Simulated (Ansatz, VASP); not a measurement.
One calculation of Ti, two programs

File INCAR:

```
SYSTEM = Ti
ALGO = Normal ; EDIFF = 1E-6
ENCUT = 520 ; GGA = PE
ISIF = 2 ; ISMEAR = -1
LASPH = .TRUE. ; LCHARG = .FALSE.
LREAL = .FALSE. ; LWAVE = .FALSE.
NBANDS = 19 ; NELM = 60
PREC = Accurate ; SIGMA = 0.08
```

The input KPOINTS:

```
k-points
0
G
  13 13 7
  0 0 0
```

Contents of POSCAR:

```
Ti
1.0
    3.0384977962      0.0000000000      0.0000000000
   -1.5192488981      2.6314162808      0.0000000000
    0.0000000000      0.0000000000      4.6860000000
Ti
2
Direct
    0.3333333333      0.6666666667      0.2500000000
    0.6666666667      0.3333333333      0.7500000000
```

Input for Ansatz:

```yaml
crystal:
  lattice:
    - [3.0384977962, 0.0, 0.0]
    - [-1.5192488981, 2.6314162808, 0.0]
    - [0.0, 0.0, 4.686]
  atoms:
    - { symbol: Ti, position: [0.3333333333, 0.6666666667, 0.25] }
    - { symbol: Ti, position: [0.6666666667, 0.3333333333, 0.75] }
kpoints:
  mp_grid: { grid: [13, 13, 7] }
  band_path:
    path:
      - [0.0, 0.0, 0.0]
      - [0.5, 0.0, 0.0]
      - [0.3333333333, 0.3333333333, 0.0]
      - [0.0, 0.0, 0.0]
      - [0.0, 0.0, 0.5]
      - [0.5, 0.0, 0.5]
      - [0.3333333333, 0.3333333333, 0.5]
      - [0.0, 0.0, 0.5]
      - [0.5, 0.0, 0.5]
    npoints: 5
scf:
  occupations: { method: fermi_dirac, width: 0.08 }
hamiltonian:
  xc: pbe
  pseudopotentials: { kind: all_electron, lapw: { basis_error: 0.0005 } }
output:
  forces: true
  stress: true
  eigenvalues: true
```

Change from the starting cell: equal xx and yy strain of +3 %.

Alike in both runs: task single point; functional PBE; k mesh 13 × 13 × 7; occupations fermi-dirac, width 0.08 eV; no spin polarisation.

```csv
,VASP,Ansatz
version,VASP 6.6.1,Ansatz 0.2.0
potentials or method,"VASP PAW PBE potentials, release 64 (Ti_sv), cutoff 520 eV","all-electron LAPW, scalar-relativistic"
```

|  | VASP | Ansatz | Ansatz less VASP |
| --- | --- | --- | --- |
| pressure (GPa) | -7.3 | -7.1 | +0.13 |
| traceless stress, the component that is largest in VASP (GPa) | 1.57 | 1.58 | +0.018 |

Ansatz ran all-electron here, and VASP with PAW potentials.
